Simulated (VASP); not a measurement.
# SiNi2 (P6_3/mmc) in VASP: further runs

Runs on SiNi2. Level: r2SCAN. Tasks: relaxation of cell and atoms.

Program: VASP 6.6.1. These are calculated values, not measurements. Logs are shortened: lines on timing, memory, paths and dates and some standing lists are left out, and cuts for length are marked.

## Step 1: The cell of the first run

It takes space group P6_3/mmc (No. 194, hexagonal). The conventional cell has a = 3.656 Å, b = 3.656 Å, c = 4.601 Å, α = 90.00°, β = 90.00°, γ = 120.00°. Si (site symmetry -6m2) has 11 Ni at 2.11 to 2.40 Å within 2.8 Å. Within 3.0 Å of Ni (site symmetry -3m) lie 8 Ni at 2.30 to 2.40 Å and 6 Si at 2.40 Å. Within 2.8 Å of Ni (site symmetry -6m2) lie 5 Si at 2.11 to 2.30 Å and 6 Ni at 2.40 Å.

## Step 2: Relaxation of cell and atoms, r2SCAN, target pressure 60 GPa, at which the enthalpy is minimised

POSCAR

```
SiNi2
1.0
    3.6555021359      0.0000000000      0.0000000000
   -1.8277510679      3.1657577133      0.0000000000
    0.0000000000      0.0000000000      4.6012343437
Si Ni
2 4
Direct
    0.3333333333      0.6666666667      0.7500000000
    0.6666666667      0.3333333333      0.2500000000
    0.0000000000      0.0000000000      0.0000000000
    0.0000000000      0.0000000000      0.5000000000
    0.3333333333      0.6666666667      0.2500000000
    0.6666666667      0.3333333333      0.7500000000
```

INCAR.step1

```
SYSTEM = SiNi2
  ALGO = Normal
  EDIFF = 1E-4
  ENCUT = 600
  GGA = PE
  ISMEAR = 0
  LASPH = .True.
  LCHARG = .False.
  LREAL = .False.
  LWAVE = .True.
  NELM = 60
  PREC = Accurate
  SIGMA = 0.1
```

INCAR.step2

```
SYSTEM = SiNi2
  ALGO = Normal
  EDIFF = 1E-7
  EDIFFG = -0.008
  ENCUT = 600
  IBRION = 2
  ISIF = 3
  ISMEAR = 0
  ISTART = 1
  LASPH = .True.
  LCHARG = .False.
  LMIXTAU = .True.
  LREAL = .False.
  LWAVE = .False.
  METAGGA = R2SCAN
  NELM = 60
  NSW = 70
  PREC = Accurate
  PSTRESS = 600.0
  SIGMA = 0.1
```

KPOINTS

```
k-points
0
Gamma
  12 12 8
  0 0 0
```

Potentials or basis: VASP PAW PBE potentials, release 64 (Si, Ni).

Command:

```bash
$ cat potpaw_PBE.64/Si/POTCAR potpaw_PBE.64/Ni/POTCAR > POTCAR
$ cp INCAR.step1 INCAR
$ mpirun -np 1 vasp_std > vasp.out
$ cp INCAR.step2 INCAR
$ mpirun -np 1 vasp_std > vasp.out
```

OUTCAR:

```text
SYSTEM = SiNi2
   EDIFF = 1E-7
   EDIFFG = -0.008
   ENCUT = 600
   IBRION = 2
   ISIF = 3
   ISMEAR = 0
   ISTART = 1
   LASPH = .True.
   LREAL = .False.
   METAGGA = R2SCAN
   NELM = 60
   NSW = 70
   PREC = Accurate
   PSTRESS = 600.0

 ion  position               nearest neighbor table
   1  0.333  0.667  0.750-   6 2.11   6 2.11   6 2.11   5 2.30   5 2.30   3 2.40   4 2.40   4 2.40
                             3 2.40   4 2.40   3 2.40   2 3.12   2 3.12   2 3.12   2 3.12   2 3.12
   2  0.667  0.333  0.250-   5 2.11   5 2.11   5 2.11   6 2.30   6 2.30   3 2.40   4 2.40   3 2.40
                             4 2.40   3 2.40   4 2.40   1 3.12   1 3.12   1 3.12   1 3.12   1 3.12
   3  0.000  0.000  0.000-   4 2.30   4 2.30   1 2.40   5 2.40   6 2.40   2 2.40   1 2.40   5 2.40
                             2 2.40   6 2.40   2 2.40   6 2.40   1 2.40   5 2.40
   4  0.000  0.000  0.500-   3 2.30   3 2.30   1 2.40   5 2.40   6 2.40   2 2.40   1 2.40   5 2.40
                             2 2.40   6 2.40   2 2.40   6 2.40   1 2.40   5 2.40
   5  0.333  0.667  0.250-   2 2.11   2 2.11   2 2.11   1 2.30   1 2.30   3 2.40   4 2.40   4 2.40
                             3 2.40   4 2.40   3 2.40
   6  0.667  0.333  0.750-   1 2.11   1 2.11   1 2.11   2 2.30   2 2.30   3 2.40   4 2.40   3 2.40
                             4 2.40   3 2.40   4 2.40

  LATTYP: Found a hexagonal cell.
 ALAT       =     3.6555021359
 C/A-ratio  =     1.2587147190

  Lattice vectors:

 A1 = (   3.6555021359,   0.0000000000,   0.0000000000)
 A2 = (  -1.8277510679,   3.1657577133,   0.0000000000)
 A3 = (   0.0000000000,   0.0000000000,   4.6012343437)

Analysis of symmetry for initial positions (statically):
=====================================================================
 Subroutine PRICEL returns:
 Original cell was already a primitive cell.

 Routine SETGRP: Setting up the symmetry group for a
 hexagonal supercell.

 Subroutine GETGRP returns: Found 24 space group operations
 (whereof 12 operations were pure point group operations)
 out of a pool of 24 trial point group operations.

The static configuration has the point symmetry D_3d.
 The point group associated with its full space group is D_6h.

Analysis of symmetry for dynamics (positions and initial velocities):
=====================================================================
 Subroutine PRICEL returns:
 Original cell was already a primitive cell.

 Routine SETGRP: Setting up the symmetry group for a
 hexagonal supercell.

 Subroutine GETGRP returns: Found 24 space group operations
 (whereof 12 operations were pure point group operations)
 out of a pool of 24 trial point group operations.

The dynamic configuration has the point symmetry D_3d.
 The point group associated with its full space group is D_6h.

 Subroutine INISYM returns: Found 24 space group operations
 (whereof 12 operations are pure point group operations),
 and found     1 'primitive' translations

----------------------------------------------------------------------------------------

                                     Primitive cell

  volume of cell :      53.2475

  direct lattice vectors                    reciprocal lattice vectors
     3.655502136  0.000000000  0.000000000     0.273560229  0.157940072  0.000000000
    -1.827751068  3.165757713  0.000000000     0.000000000  0.315880143  0.000000000
     0.000000000  0.000000000  4.601234344     0.000000000  0.000000000  0.217332986

  length of vectors
     3.655502136  3.655502136  4.601234344     0.315880143  0.315880143  0.217332986

  position of ions in fractional coordinates (direct lattice)
     0.333333333  0.666666667  0.750000000
     0.666666667  0.333333333  0.250000000
     0.000000000  0.000000000  0.000000000
     0.000000000  0.000000000  0.500000000
     0.333333333  0.666666667  0.250000000
     0.666666667  0.333333333  0.750000000

  ion indices of the primitive-cell ions
   primitive index   ion index
                 1           1
                 2           2
                 3           3
                 4           4
                 5           5
                 6           6

----------------------------------------------------------------------------------------

 KPOINTS: k-points

Automatic generation of k-mesh.
 Grid dimensions read from file:
 generate k-points for:   12   12    8

 Generating k-lattice:

  Cartesian coordinates                     Fractional coordinates (reciprocal lattice)
     0.022796686  0.013161673  0.000000000     0.083333333  0.000000000  0.000000000
     0.000000000  0.026323345  0.000000000     0.000000000  0.083333333  0.000000000
     0.000000000  0.000000000  0.027166623     0.000000000  0.000000000  0.125000000

  Length of vectors
     0.026323345  0.026323345  0.027166623

  Shift w.r.t. Gamma in fractional coordinates (k-lattice)
     0.000000000  0.000000000  0.000000000

 Subroutine IBZKPT returns following result:
 ===========================================

 Found     95 irreducible k-points:

 Following reciprocal coordinates:
            Coordinates               Weight
  0.000000  0.000000  0.000000      1.000000
  0.083333  0.000000  0.000000      6.000000
  0.166667 -0.000000  0.000000      6.000000
  0.250000  0.000000  0.000000      6.000000
  0.333333  0.000000  0.000000      6.000000
  0.416667  0.000000  0.000000      6.000000
[... 16 lines left out ...]
  0.250000  0.000000  0.125000     12.000000
  0.333333  0.000000  0.125000     12.000000
 [... further k-points ...]
   k-points           NKPTS =     95   k-points in BZ     NKDIM =     95   number of bands    NBANDS=     28
   number of dos      NEDOS =    301   number of ions     NIONS =      6
   total plane-waves  NPLWV =  36000
   dimension x,y,z NGX =    30 NGY =   30 NGZ =   40
   dimension x,y,z NGXF=    60 NGYF=   60 NGZF=   80
   ions per type =               2   4
   NGX,Y,Z   is equivalent  to a cutoff of  13.64, 13.64, 14.45 a.u.
   NGXF,Y,Z  is equivalent  to a cutoff of  27.29, 27.29, 28.90 a.u.
 SYSTEM =  SiNi2
   PREC   = accura    normal or accurate (medium, high low for compatibility)
   ISTART =      1    job   : 0-new  1-cont  2-samecut
   ICHARG =      0    charge: 1-file 2-atom 10-const
   ISPIN  =      1    spin polarized calculation?
   LNONCOLLINEAR =      F non collinear calculations
   LSORBIT =      F    spin-orbit coupling
   LASPH  =      T    aspherical Exc in radial PAW
   ENCUT  =  600.0 eV  44.10 Ry    6.64 a.u.   7.30  7.30  9.19*2*pi/ulx,y,z
   NELM   =     60;   NELMIN=  2; NELMDL=  0     # of ELM steps
   EDIFF  = 0.1E-06   stopping-criterion for ELM
   LREAL  =      F    real-space projection
   EDIFFG = -.8E-02   stopping-criterion for IOM
   NSW    =     70    number of steps for IOM
   IBRION =      2    ionic relax: 0-MD 1-quasi-New 2-CG
   NFREE  =      1    steps in history (QN), initial steepest desc. (CG)
   ISIF   =      3    stress and relaxation
   ISYM   =      2    0-nonsym 1-usesym 2-fastsym
   POTIM  = 0.5000    time-step for ionic-motion
   TEBEG  =    0.0;   TEEND  =   0.0 temperature during run
   PSTRESS=  600.0 pullay stress
   NELECT =      48.0000    total number of electrons
   NUPDOWN=      -1.0000    fix difference up-down
   EMIN   =  10.00;   EMAX   =-10.00  energy-range for DOS
   EFERMI =   0.00;   METHOD = LEGACY
   ISMEAR =     0;   SIGMA  =   0.10  broadening in eV -4-tet -1-fermi 0-gaus
   EFERMI_NEDOS =   21; number of points for ismear=-14 and -15
   IALGO  =     38    algorithm
   IMIX   =      4    mixing-type and parameters
     AMIX     =   0.40;   BMIX     =  1.00
     AMIX_MAG =   1.60;   BMIX_MAG =  1.00
  volume/ion in A,a.u.               =       8.87        59.89
  Fermi-wavevector in a.u.,A,eV,Ry     =   1.581450  2.988508 34.027968  2.500985
  Thomas-Fermi vector in A             =   2.681524
   LORBIT       =      0    0 simple, 1 ext, 2 COOP (PROOUT), +10 PAW based schemes
   METAGGA = R2SCAN    functional components
   LHFCALC =     F    Hartree Fock is set to
   AEXX    =    0.0000 exact exchange contribution
   IVDW    =     0    specifies the selected vdW correction
   LEPSILON=     F    determine dielectric tensor
   LRPA    =     F    only Hartree local field effects (RPA)
 conjugate gradient relaxation of ions
 non-spin polarized calculation
 Gauss-broadening in eV      SIGMA  =   0.10
  energy-cutoff  :      600.00
  volume of cell :       53.25
 maximum number of plane-waves:      1813
 NGX is ok and might be reduce to    30
   NGX = 15   NGY = 15   NGZ = 19

--------------------------------------- Ionic step        1  -------------------------------------------

 number of electron      48.0000006 magnetization

 Free energy of the ion-electron system (eV)
  ---------------------------------------------------
  ext. energy  EPLUGINS =         0.00000000
  ---------------------------------------------------
  free energy    TOTEN  =       -66.47972458 eV

  energy without entropy =      -66.46580372  energy(sigma->0) =      -66.47276415

------------------------ aborting loop because EDIFF is reached ----------------------------------------

  FORCE on cell =-STRESS in cart. coord.  units (eV):
  Direction    XX          YY          ZZ          XY          YZ          ZX
  --------------------------------------------------------------------------------------
  -------------------------------------------------------------------------------------
  Total       21.4419669     21.4419669     20.1803293      0.0000000     -0.0000000      0.0000000
  in kB      645.1729265    645.1729265    607.2111843      0.0000000     -0.0000000      0.0000000
  external PRESSURE =      32.5190124 kB  Pullay stress =     600.0000000 kB
[... 153 lines left out ...]
  enthalpy is  TOTEN    =       -46.5449079205 eV   P V=       20.0570211253

--------------------------------------- Ionic step        5  -------------------------------------------

 number of electron      48.0000018 magnetization

 Free energy of the ion-electron system (eV)
  ---------------------------------------------------
  ext. energy  EPLUGINS =         0.00000000
  ---------------------------------------------------
  free energy    TOTEN  =       -66.61226486 eV

  energy without entropy =      -66.59832367  energy(sigma->0) =      -66.60529426

 E-fermi :  14.3315     XC(G=0): -15.2627

 val. band max:       14.3219531360   @ k =   0.2500   0.2500   0.5000
 cond. band min:      14.3749233281   @ k =   0.3333   0.3333   0.2500
 fundamental gap:      0.0529701921
 Fermi energy:        14.3315217316

 k-point     1 :       0.0000    0.0000    0.0000
  band No.  band energies     occupation
      1      -0.7089      2.00000
      2       4.9305      2.00000
      3       6.2293      2.00000
      4       7.5958      2.00000
      5       7.5959      2.00000
      6       9.0911      2.00000
[... 733 lines left out ...]
     27      17.9170      0.00000
     28      18.3050      0.00000

 [... further k-points ...]

------------------------ aborting loop because EDIFF is reached ----------------------------------------

  FORCE on cell =-STRESS in cart. coord.  units (eV):
  Direction    XX          YY          ZZ          XY          YZ          ZX
  --------------------------------------------------------------------------------------
  -------------------------------------------------------------------------------------
  Total       20.0717063     20.0717063     20.0697461      0.0000000     -0.0000000     -0.0000000
  in kB      600.1343035    600.1343035    600.0756946      0.0000000     -0.0000000     -0.0000000
  external PRESSURE =       0.1147672 kB  Pullay stress =     600.0000000 kB
[... 21 lines left out ...]
  FREE ENERGIE OF THE ION-ELECTRON SYSTEM (eV)
  ---------------------------------------------------
  free  energy   TOTEN  =       -66.6122648592 eV

  energy  without entropy=      -66.5983236675  energy(sigma->0) =      -66.60529426

  enthalpy is  TOTEN    =       -46.5450504214 eV   P V=       20.0672144378

 reached required accuracy - stopping structural energy minimisation
```

Wall time 57 min (1 thread of Oxide Virtual Turin-like, shared host); peak memory 0.27 GiB.

What came out:

```
Free energy                                                : -66.6123 eV
Relaxed volume                                             : 8.93 Å³/atom
Relaxed cell                                               : a = 3.671 Å, b = 3.671 Å, c = 4.592 Å, α = 90.00°, β = 90.00°, γ = 120.00°
Space group after relaxing (to 0.1 Å)                      : P6_3/mmc (No. 194)
Energy change on relaxing (the run minimises the enthalpy) : -22.1 meV/atom
Ionic steps                                                : 5
Pressure after relaxing                                    : 60.0 GPa
Band gap on the k mesh                                     : zero (bands 24 and 25 overlap by 4.35 eV)
```

Step by step:
```csv
step,energy change (eV),largest force (eV/Å),pressure (GPa),volume (Å³)
1,0.0000,0.0000,63.25,53.25
2,-0.4976,0.0000,50.86,54.65
3,-0.1557,0.0000,59.54,53.65
4,-0.1222,0.0000,60.22,53.56
5,-0.1325,0.0000,60.01,53.59
```

Final structure:
```yaml
crystal:
  lattice:
    - [3.67090, 0.00000, 0.00000]
    - [-1.83545, 3.17909, 0.00000]
    - [0.00000, 0.00000, 4.59168]
  atoms:
    - { symbol: Si, position: [0.33333, 0.66667, 0.75000] }
    - { symbol: Si, position: [0.66667, 0.33333, 0.25000] }
    - { symbol: Ni, position: [0.00000, 0.00000, 0.00000] }
    - { symbol: Ni, position: [0.00000, 0.00000, 0.50000] }
    - { symbol: Ni, position: [0.33333, 0.66667, 0.25000] }
    - { symbol: Ni, position: [0.66667, 0.33333, 0.75000] }
```

Levels at points of the mesh, in eV from the Fermi level:
```
           k point  band 20  band 21  band 22  band 23  band 24  band 25  band 26  band 27  band 28
(0.00, 0.00, 0.00)    -1.58    -0.84    -0.84     0.24     2.96     2.96     3.46     3.46     3.97
(0.50, 0.00, 0.00)    -1.99    -1.72    -1.61    -1.38    -0.90    -0.72     2.13     2.30     3.83
(0.00, 0.00, 0.50)    -1.67    -1.67    -1.67     3.45     3.45     3.89     3.89     3.89     3.89
(0.50, 0.00, 0.50)    -2.27    -1.69    -1.69    -1.17    -1.17     1.19     1.19     3.87     3.87
```

Caveat: the cell is relaxed towards a set pressure, so the run minimises the enthalpy, not the energy; the PAW data sets were made with another functional, which shifts forces and pressure a little.

(Part 1 of 2 ends here.)

The gap in the log of VASP goes by the Fermi energy; the results here count the filled bands.